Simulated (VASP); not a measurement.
# AlN (P1) in VASP: notebook, part 2 of 2

VASP 6.6.1.

### 4 Single point, PBE

Contents of INCAR:

```
SYSTEM = AlN
PREC = Accurate
ENCUT = 520
EDIFF = 1E-6
ISMEAR = 0
SIGMA = 0.01
LREAL = .FALSE.
LASPH = .TRUE.
NELM = 100
ALGO = Normal
ISIF = 2
LWAVE = .FALSE.
LCHARG = .TRUE.
GGA = PE
LELF = .TRUE.
LVHAR = .TRUE.
NBANDS = 16
```

Contents of KPOINTS:

```
Automatic mesh
0
G
  6 6 4
  0 0 0
```

Contents of POSCAR:

```
AlN
1.0
    3.1123100000     -0.0547700000     -0.0638500000
   -1.6035900000      2.7364600000      0.0347400000
   -0.1021600000      0.0052000000      4.8832600000
Al N
2 2
Direct
    0.3322200000      0.6614300000      0.9991100000
    0.6747570394      0.3365712868      0.4998056537
    0.3327400000      0.6623700000      0.3821700000
    0.6583600000      0.3304500000      0.8792000000
```

Potentials or basis: VASP PAW PBE potentials, release 64 (Al, N).

Run with:

```sh
$ cat potpaw_PBE.64/Al/POTCAR potpaw_PBE.64/N/POTCAR > POTCAR
$ mpirun -np 1 vasp_std > vasp.out
```

OUTCAR:

```text
SYSTEM = AlN
   PREC = Accurate
   ENCUT = 520
   EDIFF = 1E-6
   ISMEAR = 0
   LREAL = .FALSE.
   LASPH = .TRUE.
   NELM = 100
   ISIF = 2
   GGA = PE

 ion  position               nearest neighbor table
   1  0.332  0.661  0.999-   4 1.87   3 1.87   4 1.90   4 1.91   2 2.95   2 3.00   2 3.05   2 3.06
                             2 3.06   2 3.10
   2  0.675  0.337  0.500-   4 1.86   3 1.86   3 1.90   3 1.92   1 2.95   1 3.00   1 3.05   1 3.06
                             1 3.06   1 3.10
   3  0.333  0.662  0.382-   2 1.86   1 1.87   2 1.90   2 1.92
   4  0.658  0.330  0.879-   2 1.86   1 1.87   1 1.90   1 1.91

  LATTYP: Found a triclinic cell.
 ALAT       =     3.0771000449
 B/A-ratio  =     2.3047388449
 C/A-ratio  =     1.0308067523
 COS(alpha) =     0.0054542096
 COS(beta)  =     0.5038767421
 COS(gamma) =     0.6294778087

  Lattice vectors:

 A1 = (  -1.5087200000,  -2.6816900000,   0.0291100000)
 A2 = (  -4.5188700000,  -2.6321200000,  -4.7903000000)
 A3 = (   1.6035900000,  -2.7364600000,  -0.0347400000)

Analysis of symmetry for initial positions (statically):
=====================================================================
 Subroutine PRICEL returns:
 Original cell was already a primitive cell.

 Routine SETGRP: Setting up the symmetry group for a
 triclinic supercell.

 Subroutine GETGRP returns: Found  1 space group operations
 (whereof  1 operations were pure point group operations)
 out of a pool of  2 trial point group operations.

The static configuration has the point symmetry C_1 .

Analysis of symmetry for dynamics (positions and initial velocities):
=====================================================================
 Subroutine PRICEL returns:
 Original cell was already a primitive cell.

 Routine SETGRP: Setting up the symmetry group for a
 triclinic supercell.

 Subroutine GETGRP returns: Found  1 space group operations
 (whereof  1 operations were pure point group operations)
 out of a pool of  2 trial point group operations.

[... 126 lines left out ...]
  Fermi-wavevector in a.u.,A,eV,Ry     =   1.194952  2.258132 19.427894  1.427910
  Thomas-Fermi vector in A             =   2.330929
   LORBIT       =      0    0 simple, 1 ext, 2 COOP (PROOUT), +10 PAW based schemes
   GGA     = PE    functional components
   LHFCALC =     F    Hartree Fock is set to
   AEXX    =    0.0000 exact exchange contribution
   IVDW    =     0    specifies the selected vdW correction
   LEPSILON=     F    determine dielectric tensor
   LRPA    =     F    only Hartree local field effects (RPA)
 non-spin polarized calculation
 Gauss-broadening in eV      SIGMA  =   0.01
  energy-cutoff  :      520.00
  volume of cell :       41.14
 maximum number of plane-waves:      1120
   NGX = 11   NGY = 11   NGZ = 19

 number of electron      15.9999999 magnetization

 Free energy of the ion-electron system (eV)
  ---------------------------------------------------
  ext. energy  EPLUGINS =         0.00000000
  ---------------------------------------------------
  free energy    TOTEN  =       -29.67150135 eV

  energy without entropy =      -29.67150135  energy(sigma->0) =      -29.67150135

 E-fermi :   6.5244     XC(G=0): -10.9769

 val. band max:        6.4358164120   @ k =   0.0000   0.0000   0.0000
 cond. band min:      10.6198288066   @ k =   0.0000   0.0000   0.0000
 fundamental gap:      4.1840123946
 Fermi energy:         6.5244269705

 k-point     1 :       0.0000    0.0000    0.0000
  band No.  band energies     occupation
      1      -8.9792      2.00000
      2      -6.6804      2.00000
      3       0.3078      2.00000
      4       5.2289      2.00000
      5       5.4667      2.00000
      6       5.9535      2.00000
[... 433 lines left out ...]
      3       0.6078      2.00000
      4       1.5049      2.00000
      5       3.7855      2.00000
      6       4.0872      2.00000
[... 8 lines left out ...]
     15      19.0710      0.00000
     16      21.1045      0.00000

 [... further k-points ...]

------------------------ aborting loop because EDIFF is reached ----------------------------------------

  FORCE on cell =-STRESS in cart. coord.  units (eV):
  Direction    XX          YY          ZZ          XY          YZ          ZX
  --------------------------------------------------------------------------------------
  -------------------------------------------------------------------------------------
  Total        1.3313611      0.4660669      3.4784881      1.4805832     -0.1940249      1.1774171
  in kB       51.8457545     18.1495386    135.4589976     57.6567512     -7.5557024     45.8508790
  external PRESSURE =      68.4847636 kB  Pullay stress =       0.0000000 kB

 VOLUME and BASIS-vectors are now :
 -----------------------------------------------------------------------------
  energy-cutoff  :      520.00
  volume of cell :       41.14
      direct lattice vectors                 reciprocal lattice vectors
     3.112310000 -0.054770000 -0.063850000     0.324787898  0.190244920  0.006592125
    -1.603590000  2.736460000  0.034740000     0.006492618  0.369243635 -0.000257365
    -0.102160000  0.005200000  4.883260000     0.004200504 -0.000139330  0.204869257

 POSITION                                       TOTAL-FORCE (eV/Angst)
 -----------------------------------------------------------------------------------
     -0.12876      1.79698      4.88068         0.205641      0.179195     -0.264367
      1.50927      0.88666      2.40929        -0.386680     -0.371197     -0.417712
     -0.06562      1.79631      1.86800         0.359796      0.351601      0.139038
      1.42930      0.87278      4.26281        -0.178757     -0.159599      0.543041
 -----------------------------------------------------------------------------------
    total drift:                                0.000036      0.000560      0.000628

  FREE ENERGIE OF THE ION-ELECTRON SYSTEM (eV)
  ---------------------------------------------------
  free  energy   TOTEN  =       -29.6715013468 eV

  energy  without entropy=      -29.6715013468  energy(sigma->0) =      -29.67150135
```

Wall time 72 s (1 thread of AMD EPYC, shared host); peak memory 0.14 GiB.

Results:

```yaml
Free_energy: -29.6715 eV
Pressure: 6.8 GPa
Largest_force: 0.680 eV/Å
Band_gap_on_the_k_mesh: 4.18 eV, direct
```

Forces in eV/Å, atoms in the order of the input:
```
Al   0.206  0.179 -0.264
Al  -0.387 -0.371 -0.418
N    0.360  0.352  0.139
N   -0.179 -0.160  0.543
```

Levels at points of the mesh, in eV from the valence-band top:
```csv
k point,band 5,band 6,band 7,band 8,band 9,band 10,band 11,band 12
"(0.00, 0.00, 0.00)",-0.97,-0.48,-0.31,0.00,4.18,6.39,10.51,10.67
"(0.50, 0.00, 0.00)",-3.36,-2.54,-1.89,-0.94,5.31,5.76,7.92,10.28
"(0.00, 0.50, 0.00)",-3.55,-2.31,-1.92,-0.80,5.67,5.84,8.05,10.25
"(0.50, 0.50, 0.00)",-3.51,-2.13,-1.98,-0.65,5.86,5.95,8.31,10.23
"(0.00, 0.00, 0.50)",-0.91,-0.77,-0.69,-0.59,6.29,6.35,10.23,10.46
"(0.50, 0.00, 0.50)",-1.87,-1.83,-1.62,-1.24,5.08,5.27,8.85,9.49
"(0.00, 0.50, 0.50)",-1.72,-1.67,-1.44,-1.37,5.29,5.35,9.28,9.29
"(0.50, 0.50, 0.50)",-1.68,-1.49,-1.42,-1.24,5.20,5.49,9.09,9.69
```
